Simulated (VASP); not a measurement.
# BaF2 (Frankdicksonite) (Fm-3m) in VASP: a series of runs

BaF2 (Frankdicksonite) is run at these levels: PBEsol; tasks: single point, relaxation of cell and atoms.

All numbers are computed with VASP 6.6.1; they aren't measurements. Logs are shortened: lines on timing, memory, paths and dates and some standing lists are left out, and cuts for length are marked.

### 1 The cell of the first run

Symmetry: Fm-3m, No. 225, cubic system. Conventional cell: a = 6.138 Å, b = 6.138 Å, c = 6.138 Å, α = 90.00°, β = 90.00°, γ = 90.00°. Within 3.5 Å of Ba (site symmetry m-3m) lie 8 F at 2.66 Å. Within 3.5 Å of F (site symmetry -43m) lie 4 Ba at 2.66 Å and 6 F at 3.07 Å.

### 2 Single point, PBEsol

Input file INCAR:

```
  ALGO = Normal
  EDIFF = 1E-6
  ENCUT = 600
  GGA = PS
  GGA_COMPAT = F
  ISIF = 2
  ISMEAR = 0
  LASPH = T
  LCHARG = F
  LREAL = F
  LWAVE = F
  NBANDS = 19
  NELM = 120
  PREC = Accurate
  SIGMA = 0.02
```

Input file KPOINTS:

```
k-points
0
Gamma
  6 6 6
```

Input file POSCAR:

```
BaF2
1.0
    0.0000000000      3.0690425867      3.0690425867
    3.0690425867      0.0000000000      3.0690425867
    3.0690425867      3.0690425867      0.0000000000
Ba F
1 2
Direct
    0.0000000000      0.0000000000      0.0000000000
    0.2500000000      0.2500000000      0.2500000000
    0.7500000000      0.7500000000      0.7500000000
```

Potentials or basis: VASP PAW PBE potentials, release 64 (Ba_sv, F).

Launch:

```
cat potpaw_PBE.64/Ba_sv/POTCAR potpaw_PBE.64/F/POTCAR > POTCAR
mpirun -np 1 vasp_std > vasp.out
```

OUTCAR:

```text
EDIFF = 1E-6
   ENCUT = 600
   GGA = PS
   ISIF = 2
   ISMEAR = 0
   LASPH = T
   LREAL = F
   NELM = 120
   PREC = Accurate

 ion  position               nearest neighbor table
   1  0.000  0.000  0.000-   3 2.66   3 2.66   3 2.66   2 2.66   3 2.66   2 2.66   2 2.66   2 2.66

   2  0.250  0.250  0.250-   1 2.66   1 2.66   1 2.66   1 2.66
   3  0.750  0.750  0.750-   1 2.66   1 2.66   1 2.66   1 2.66

  LATTYP: Found a face centered cubic cell.
 ALAT       =     6.1380851734

  Lattice vectors:

 A1 = (   0.0000000000,   3.0690425867,   3.0690425867)
 A2 = (   3.0690425867,   0.0000000000,   3.0690425867)
 A3 = (   3.0690425867,   3.0690425867,   0.0000000000)

Analysis of symmetry for initial positions (statically):
=====================================================================
 Subroutine PRICEL returns:
 Original cell was already a primitive cell.

 Routine SETGRP: Setting up the symmetry group for a
 face centered cubic supercell.

 Subroutine GETGRP returns: Found 48 space group operations
 (whereof 48 operations were pure point group operations)
 out of a pool of 48 trial point group operations.

The static configuration has the point symmetry O_h .

Analysis of symmetry for dynamics (positions and initial velocities):
=====================================================================
 Subroutine PRICEL returns:
 Original cell was already a primitive cell.

 Routine SETGRP: Setting up the symmetry group for a
 face centered cubic supercell.

 Subroutine GETGRP returns: Found 48 space group operations
 (whereof 48 operations were pure point group operations)
 out of a pool of 48 trial point group operations.

The dynamic configuration has the point symmetry O_h .

 Subroutine INISYM returns: Found 48 space group operations
 (whereof 48 operations are pure point group operations),
 and found     1 'primitive' translations

----------------------------------------------------------------------------------------

                                     Primitive cell

  volume of cell :      57.8148

  direct lattice vectors                    reciprocal lattice vectors
     0.000000000  3.069042587  3.069042587    -0.162917257  0.162917257  0.162917257
     3.069042587  0.000000000  3.069042587     0.162917257 -0.162917257  0.162917257
     3.069042587  3.069042587  0.000000000     0.162917257  0.162917257 -0.162917257

  length of vectors
     4.340281650  4.340281650  4.340281650     0.282180967  0.282180967  0.282180967

  position of ions in fractional coordinates (direct lattice)
     0.000000000  0.000000000  0.000000000
     0.250000000  0.250000000  0.250000000
     0.750000000  0.750000000  0.750000000

  ion indices of the primitive-cell ions
   primitive index   ion index
                 1           1
                 2           2
                 3           3

----------------------------------------------------------------------------------------

 KPOINTS: k-points

Automatic generation of k-mesh.
 Grid dimensions read from file:
 generate k-points for:    6    6    6

 Generating k-lattice:

  Cartesian coordinates                     Fractional coordinates (reciprocal lattice)
    -0.027152876  0.027152876  0.027152876     0.166666667  0.000000000  0.000000000
     0.027152876 -0.027152876  0.027152876     0.000000000  0.166666667  0.000000000
     0.027152876  0.027152876 -0.027152876     0.000000000  0.000000000  0.166666667

  Length of vectors
     0.047030161  0.047030161  0.047030161

  Shift w.r.t. Gamma in fractional coordinates (k-lattice)
     0.000000000  0.000000000  0.000000000

 Subroutine IBZKPT returns following result:
 ===========================================

 Found     16 irreducible k-points:

 Following reciprocal coordinates:
            Coordinates               Weight
  0.000000  0.000000  0.000000      1.000000
  0.166667  0.000000  0.000000      8.000000
  0.333333  0.000000  0.000000      8.000000
  0.500000  0.000000  0.000000      4.000000
  0.166667  0.166667  0.000000      6.000000
  0.333333  0.166667  0.000000     24.000000
[... 8 lines left out ...]
 -0.333333  0.333333  0.166667     24.000000
 -0.333333  0.500000  0.166667     12.000000
   k-points           NKPTS =     16   k-points in BZ     NKDIM =     16   number of bands    NBANDS=     19
   number of dos      NEDOS =    301   number of ions     NIONS =      3
   total plane-waves  NPLWV =  46656
   dimension x,y,z NGX =    36 NGY =   36 NGZ =   36
   dimension x,y,z NGXF=    72 NGYF=   72 NGZF=   72
   ions per type =               1   2
   NGX,Y,Z   is equivalent  to a cutoff of  13.79, 13.79, 13.79 a.u.
   NGXF,Y,Z  is equivalent  to a cutoff of  27.58, 27.58, 27.58 a.u.
 SYSTEM =  unknown system
   PREC   = accura    normal or accurate (medium, high low for compatibility)
   ISTART =      0    job   : 0-new  1-cont  2-samecut
   ICHARG =      2    charge: 1-file 2-atom 10-const
   ISPIN  =      1    spin polarized calculation?
   LNONCOLLINEAR =      F non collinear calculations
   LSORBIT =      F    spin-orbit coupling
   LASPH  =      T    aspherical Exc in radial PAW
   ENCUT  =  600.0 eV  44.10 Ry    6.64 a.u.   8.67  8.67  8.67*2*pi/ulx,y,z
   NELM   =    120;   NELMIN=  2; NELMDL= -5     # of ELM steps
   EDIFF  = 0.1E-05   stopping-criterion for ELM
   LREAL  =      F    real-space projection
   EDIFFG = 0.1E-04   stopping-criterion for IOM
   NSW    =      0    number of steps for IOM
   IBRION =     -1    ionic relax: 0-MD 1-quasi-New 2-CG
   NFREE  =      0    steps in history (QN), initial steepest desc. (CG)
   ISIF   =      2    stress and relaxation
   ISYM   =      2    0-nonsym 1-usesym 2-fastsym
   POTIM  = 0.5000    time-step for ionic-motion
   TEBEG  =    0.0;   TEEND  =   0.0 temperature during run
   PSTRESS=    0.0 pullay stress
   NELECT =      24.0000    total number of electrons
   NUPDOWN=      -1.0000    fix difference up-down
   EMIN   =  10.00;   EMAX   =-10.00  energy-range for DOS
   EFERMI =   0.00;   METHOD = LEGACY
   ISMEAR =     0;   SIGMA  =   0.02  broadening in eV -4-tet -1-fermi 0-gaus
   EFERMI_NEDOS =   21; number of points for ismear=-14 and -15
   IALGO  =     38    algorithm
   IMIX   =      4    mixing-type and parameters
     AMIX     =   0.40;   BMIX     =  1.00
     AMIX_MAG =   1.60;   BMIX_MAG =  1.00
  volume/ion in A,a.u.               =      19.27       130.05
  Fermi-wavevector in a.u.,A,eV,Ry     =   1.221234  2.307798 20.291909  1.491413
  Thomas-Fermi vector in A             =   2.356424
   LORBIT       =      0    0 simple, 1 ext, 2 COOP (PROOUT), +10 PAW based schemes
   GGA     = PS    functional components
   LHFCALC =     F    Hartree Fock is set to
   AEXX    =    0.0000 exact exchange contribution
   IVDW    =     0    specifies the selected vdW correction
   LEPSILON=     F    determine dielectric tensor
   LRPA    =     F    only Hartree local field effects (RPA)
 non-spin polarized calculation
 Gauss-broadening in eV      SIGMA  =   0.02
  energy-cutoff  :      600.00
  volume of cell :       57.81
 maximum number of plane-waves:      1964
 NGX is ok and might be reduce to    36
   NGX = 17   NGY = 17   NGZ = 17

 number of electron      23.9999989 magnetization

 Free energy of the ion-electron system (eV)
  ---------------------------------------------------
  ext. energy  EPLUGINS =         0.00000000
  ---------------------------------------------------
  free energy    TOTEN  =       -17.63921911 eV

  energy without entropy =      -17.63921911  energy(sigma->0) =      -17.63921911

 E-fermi :  -1.9151     XC(G=0):  -9.0577

 val. band max:       -2.0833143014   @ k =  -0.1667   0.1667   0.0000
 cond. band min:       4.6859444229   @ k =   0.0000   0.0000   0.0000
 fundamental gap:      6.7692587242
 Fermi energy:        -1.9151352786

 k-point     1 :       0.0000    0.0000    0.0000
  band No.  band energies     occupation
      1     -25.0751      2.00000
      2     -20.9233      2.00000
      3     -20.8368      2.00000
      4      -9.8570      2.00000
      5      -9.8570      2.00000
      6      -9.8570      2.00000
[... 11 lines left out ...]
     18       9.5003      0.00000
     19      13.4655      0.00000

 k-point     2 :       0.1667    0.0000    0.0000
  band No.  band energies     occupation
      1     -25.0153      2.00000
      2     -20.9562      2.00000
      3     -20.9093      2.00000
      4      -9.9116      2.00000
      5      -9.9054      2.00000
      6      -9.9054      2.00000
[... 11 lines left out ...]
     18       9.5234      0.00000
     19      12.4102      0.00000

 k-point     3 :       0.3333    0.0000    0.0000
  band No.  band energies     occupation
      1     -24.8878      2.00000
      2     -21.1065      2.00000
      3     -20.9785      2.00000
      4     -10.0019      2.00000
      5      -9.9978      2.00000
      6      -9.9978      2.00000
[... 11 lines left out ...]
     18       9.6108      0.00000
     19      11.5412      0.00000

 k-point     4 :       0.5000    0.0000    0.0000
  band No.  band energies     occupation
      1     -24.8193      2.00000
      2     -21.1986      2.00000
      3     -21.0011      2.00000
      4     -10.0420      2.00000
      5     -10.0420      2.00000
      6     -10.0392      2.00000
[... 11 lines left out ...]
     18       9.6840      0.00000
     19      12.0450      0.00000

 k-point     5 :       0.1667    0.1667    0.0000
  band No.  band energies     occupation
      1     -24.9951      2.00000
      2     -20.9588      2.00000
      3     -20.9417      2.00000
      4      -9.9794      2.00000
      5      -9.9794      2.00000
      6      -9.8129      2.00000
[... 11 lines left out ...]
     18       9.6050      0.00000
     19      13.5302      0.00000

 k-point     6 :       0.3333    0.1667    0.0000
  band No.  band energies     occupation
      1     -24.8888      2.00000
      2     -21.0755      2.00000
      3     -21.0072      2.00000
      4     -10.0822      2.00000
      5     -10.0819      2.00000
      6      -9.8375      2.00000
[... 11 lines left out ...]
     18       9.7665      0.00000
     19      12.1741      0.00000

 k-point     7 :       0.5000    0.1667    0.0000
  band No.  band energies     occupation
      1     -24.7974      2.00000
      2     -21.1850      2.00000
      3     -21.0511      2.00000
      4     -10.1145      2.00000
      5     -10.1130      2.00000
      6      -9.9461      2.00000
[... 11 lines left out ...]
     18      10.1118      0.00000
     19      11.9589      0.00000

 k-point     8 :      -0.3333    0.1667    0.0000
  band No.  band energies     occupation
      1     -24.8207      2.00000
      2     -21.1495      2.00000
      3     -21.0484      2.00000
      4     -10.0561      2.00000
      5     -10.0445      2.00000
      6     -10.0326      2.00000
[... 11 lines left out ...]
     18      10.1936      0.00000
     19      11.9472      0.00000

 k-point     9 :      -0.1667    0.1667    0.0000
  band No.  band energies     occupation
      1     -24.9320      2.00000
      2     -21.0100      2.00000
      3     -20.9998      2.00000
      4     -10.0183      2.00000
      5      -9.9545      2.00000
      6      -9.9400      2.00000
[... 11 lines left out ...]
     18       9.7899      0.00000
     19      12.2211      0.00000

 k-point    10 :       0.3333    0.3333    0.0000
  band No.  band energies     occupation
      1     -24.8222      2.00000
      2     -21.1639      2.00000
      3     -21.0286      2.00000
      4     -10.2060      2.00000
      5     -10.2060      2.00000
      6      -9.7150      2.00000
[... 11 lines left out ...]
     18       9.8822      0.00000
     19      13.3655      0.00000

 k-point    11 :       0.5000    0.3333    0.0000
  band No.  band energies     occupation
      1     -24.7516      2.00000
      2     -21.2294      2.00000
      3     -21.0796      2.00000
      4     -10.2500      2.00000
      5     -10.2476      2.00000
      6      -9.7561      2.00000
[... 11 lines left out ...]
     18      11.0460      0.00000
     19      12.3900      0.00000

 k-point    12 :      -0.3333    0.3333    0.0000
  band No.  band energies     occupation
      1     -24.7512      2.00000
      2     -21.1805      2.00000
      3     -21.1315      2.00000
      4     -10.1808      2.00000
      5     -10.1702      2.00000
      6      -9.9119      2.00000
[... 11 lines left out ...]
     18      11.4078      0.00000
     19      12.7482      0.00000

 k-point    13 :       0.5000    0.5000    0.0000
  band No.  band energies     occupation
      1     -24.7277      2.00000
      2     -21.2827      2.00000
      3     -21.0630      2.00000
      4     -10.3116      2.00000
      5     -10.3116      2.00000
      6      -9.6609      2.00000
[... 11 lines left out ...]
     18      11.0064      0.00000
     19      13.0858      0.00000

 k-point    14 :       0.5000    0.3333    0.1667
  band No.  band energies     occupation
      1     -24.7985      2.00000
      2     -21.1536      2.00000
      3     -21.0802      2.00000
      4     -10.2041      2.00000
      5     -10.1034      2.00000
      6      -9.8693      2.00000
[... 11 lines left out ...]
     18      10.5392      0.00000
     19      12.5312      0.00000

 k-point    15 :      -0.3333    0.3333    0.1667
  band No.  band energies     occupation
      1     -24.7512      2.00000
      2     -21.1810      2.00000
      3     -21.1310      2.00000
      4     -10.2627      2.00000
      5     -10.0005      2.00000
      6      -9.9997      2.00000
[... 11 lines left out ...]
     18      11.4863      0.00000
     19      12.1395      0.00000

 k-point    16 :      -0.3333    0.5000    0.1667
  band No.  band energies     occupation
      1     -24.7276      2.00000
      2     -21.2294      2.00000
      3     -21.1196      2.00000
      4     -10.3272      2.00000
      5     -10.1487      2.00000
      6      -9.8234      2.00000
[... 11 lines left out ...]
     18      12.5753      0.00000
     19      12.8188      0.00000

------------------------ aborting loop because EDIFF is reached ----------------------------------------

  FORCE on cell =-STRESS in cart. coord.  units (eV):
  Direction    XX          YY          ZZ          XY          YZ          ZX
  --------------------------------------------------------------------------------------
  -------------------------------------------------------------------------------------
  Total        0.4295452      0.4295452      0.4295452      0.0000000      0.0000000      0.0000000
  in kB       11.9036644     11.9036644     11.9036644      0.0000000      0.0000000      0.0000000
  external PRESSURE =      11.9036644 kB  Pullay stress =       0.0000000 kB

 VOLUME and BASIS-vectors are now :
 -----------------------------------------------------------------------------
  energy-cutoff  :      600.00
  volume of cell :       57.81
      direct lattice vectors                 reciprocal lattice vectors
     0.000000000  3.069042587  3.069042587    -0.162917257  0.162917257  0.162917257
     3.069042587  0.000000000  3.069042587     0.162917257 -0.162917257  0.162917257
     3.069042587  3.069042587  0.000000000     0.162917257  0.162917257 -0.162917257

 POSITION                                       TOTAL-FORCE (eV/Angst)
 -----------------------------------------------------------------------------------
      0.00000      0.00000      0.00000        -0.000000      0.000000     -0.000000
      1.53452      1.53452      1.53452         0.000000      0.000000      0.000000
      4.60356      4.60356      4.60356        -0.000000     -0.000000     -0.000000
 -----------------------------------------------------------------------------------
    total drift:                                0.000000      0.000000      0.000000

  FREE ENERGIE OF THE ION-ELECTRON SYSTEM (eV)
  ---------------------------------------------------
  free  energy   TOTEN  =       -17.6392191084 eV

  energy  without entropy=      -17.6392191084  energy(sigma->0) =      -17.63921911
```

It took 18 s on 1 thread of Intel Xeon Platinum 8259CL at 2.50GHz (Skylake/Cascade Lake), shared host; peak memory 0.2 GiB.

What came out:

```yaml
Free_energy: -17.6392 eV
Pressure: 1.2 GPa
Band_gap_on_the_k_mesh: 6.77 eV, indirect (least direct gap 6.85 eV)
```

Levels at points of the mesh, in eV from the valence-band top:
| k point | band 9 | band 10 | band 11 | band 12 | band 13 | band 14 | band 15 | band 16 |
| --- | --- | --- | --- | --- | --- | --- | --- | --- |
| (0.00, 0.00, 0.00) | -1.61 | -0.08 | -0.08 | -0.08 | 6.77 | 9.23 | 9.23 | 11.58 |
| (0.50, 0.00, 0.00) | -0.71 | -0.34 | -0.15 | -0.15 | 9.20 | 9.25 | 9.25 | 9.81 |
| (0.50, 0.50, 0.00) | -0.39 | -0.30 | -0.30 | -0.15 | 7.24 | 9.07 | 10.83 | 12.16 |

Caveat: the PAW data sets were made with another functional, which shifts forces and pressure a little; spin-orbit coupling is left out, which moves the levels of the heavy elements. A k mesh can miss the band edges.

### 3 Relaxation of cell and atoms, PBEsol

This run uses another cell than the first one, of 20.31 Å³/atom, 1.054 times its volume.

Input file INCAR:

```
SYSTEM = BaF2
PREC = Accurate
ENCUT = 600
EDIFF = 1E-7
ISMEAR = 0
SIGMA = 0.02
LREAL = .FALSE.
LASPH = .TRUE.
NELM = 120
ALGO = Normal
ISIF = 3
LWAVE = .FALSE.
LCHARG = .FALSE.
GGA = PS
IBRION = 2
NSW = 70
EDIFFG = -0.005
GGA_COMPAT = .FALSE.
NELMIN = 4
```

Input file KPOINTS:

```
Automatic mesh
0
G
  6 6 6
  0 0 0
```

Input file POSCAR:

```
BaF2
1.0
    0.0000000000      3.1230009540      3.1230009540
    3.1230009540      0.0000000000      3.1230009540
    3.1230009540      3.1230009540      0.0000000000
Ba F
1 2
Direct
    0.0000000000      0.0000000000      0.0000000000
    0.2500000000      0.2500000000      0.2500000000
    0.7500000000      0.7500000000      0.7500000000
```

Potentials or basis: VASP PAW PBE potentials, release 64 (Ba_sv, F).

Launch:

```
cat potpaw_PBE.64/Ba_sv/POTCAR potpaw_PBE.64/F/POTCAR > POTCAR
mpirun -np 1 vasp_std > vasp.out
```

It took 41 s on 1 thread of Intel Xeon Platinum 8259CL at 2.50GHz (Skylake/Cascade Lake), shared host; peak memory 0.21 GiB.

The run converged. Its results:

```yaml
Free_energy: -17.6486 eV
Relaxed_volume: 19.63 Å³/atom
Relaxed_cell: a = 4.367 Å, b = 4.367 Å, c = 4.367 Å, α = 60.00°, β = 60.00°, γ = 60.00°
Space_group_after_relaxing_to_0.05_Å: Fm-3m (No. 225)
Energy_gained_by_relaxing: 4.2 meV/atom
Ionic_steps: 3
Pressure_after_relaxing: 0.0 GPa
Band_gap_on_the_k_mesh: 6.69 eV, indirect (least direct gap 6.76 eV)
```

The path:
```csv
step,energy change (eV),largest force (eV/Å),pressure (GPa),volume (Å³)
1,0.0000,0.0000,-1.92,60.92
2,-0.0126,0.0000,0.09,58.80
3,-0.0126,0.0000,0.00,58.88
```

Final structure:
```yaml
crystal:
  lattice:
    - [0.00000, 3.08775, 3.08775]
    - [3.08775, 0.00000, 3.08775]
    - [3.08775, 3.08775, 0.00000]
  atoms:
    - { symbol: Ba, position: [0.00000, 0.00000, 0.00000] }
    - { symbol: F, position: [0.25000, 0.25000, 0.25000] }
    - { symbol: F, position: [0.75000, 0.75000, 0.75000] }
```

Levels at points of the mesh, in eV from the valence-band top:
```tsv
k point	band 9	band 10	band 11	band 12	band 13	band 14	band 15	band 16
(0.00, 0.00, 0.00)	-1.55	-0.07	-0.07	-0.07	6.69	9.17	9.17	11.44
(0.50, 0.00, 0.00)	-0.68	-0.34	-0.16	-0.16	9.09	9.18	9.18	9.75
(0.50, 0.50, 0.00)	-0.37	-0.31	-0.31	-0.13	7.21	8.97	10.72	12.01
```

Caveat: the PAW data sets were made with another functional, which shifts forces and pressure a little; spin-orbit coupling is left out, which moves the levels of the heavy elements. A k mesh can miss the band edges.
